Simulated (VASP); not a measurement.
## TlGa2BSb4: single point with PBE

The system is TlGa2BSb4.

```
B Ga Sb Tl
1.0
    -6.10332    6.10298   -0.13828
    -6.12893   -0.16388    5.92570
     0.16415    6.12886    5.92597
B Ga Sb Tl
2 4 8 2
Direct
  0.99758 0.00477 0.00576
  0.49822 0.50438 0.50536
  0.00072 0.50216 0.00143
  0.00106 0.00012 0.50337
  0.50005 0.50032 0.00393
  0.49973 0.00275 0.50156
  0.88278 0.89686 0.33665
  0.38393 0.83528 0.39657
  0.83248 0.37845 0.37971
  0.90136 0.88060 0.88176
  0.40011 0.38111 0.38225
  0.33174 0.87870 0.87992
  0.88304 0.33568 0.89731
  0.38365 0.39615 0.83628
  0.50125 0.99766 0.99806
  0.99984 0.49858 0.49899
```

```json
{
 "Program": "VASP 6.6.1",
 "Task": "single point",
 "Functional": "PBE",
 "Potentials or basis": "VASP PAW PBE potentials, release 64 (B, Ga_d, Sb, Tl_d)",
 "Cutoff": "520 eV",
 "k mesh": "2 × 2 × 2, shifted",
 "Occupations": "gaussian, width 0.1 eV",
 "Spin": "no spin polarisation",
 "Dipole correction": "no",
 "Further INCAR settings": "LREAL = Auto; ALGO = Normal; EDIFF = 1e-06; NBANDS = 76; ISYM = 0"
}
```

```
Pressure               : 0.0 GPa
Largest force          : 0.035 eV/Å
Band gap on the k mesh : 0.12 eV
```

Forces in eV/Å, atoms in the order of the input:
```
B    0.001 -0.001  0.008
B    0.003 -0.003  0.010
Ga   0.008  0.005  0.002
Ga  -0.005 -0.010  0.003
Ga  -0.006 -0.009  0.002
Ga   0.008  0.007  0.001
Sb   0.024  0.022 -0.008
Sb  -0.024 -0.025 -0.008
Sb  -0.020  0.019  0.001
Sb   0.017 -0.015  0.001
Sb   0.013 -0.012 -0.001
Sb  -0.022  0.019  0.002
Sb  -0.023 -0.023 -0.006
Sb   0.026  0.023 -0.008
Tl   0.001  0.000  0.000
Tl   0.000  0.003  0.000
```

Levels at points of the mesh, in eV from the valence-band top:
| k point | band 58 | band 59 | band 60 | band 61 | band 62 | band 63 | band 64 | band 65 | band 66 | band 67 |
| --- | --- | --- | --- | --- | --- | --- | --- | --- | --- | --- |
| (0.25, 0.25, 0.25) | -1.04 | -0.73 | -0.36 | -0.20 | 0.00 | 0.12 | 0.38 | 0.87 | 1.18 | 1.29 |

It took 2.4 min on 1 thread of Intel(R) Xeon(R) 6975P-C (Granite Rapids) (shared host), peak memory 0.6 GiB.

Caveat: spin-orbit coupling is left out, which moves the levels of the heavy elements; a shifted mesh leaves out Γ, where band edges can lie. A k mesh can miss the band edges.
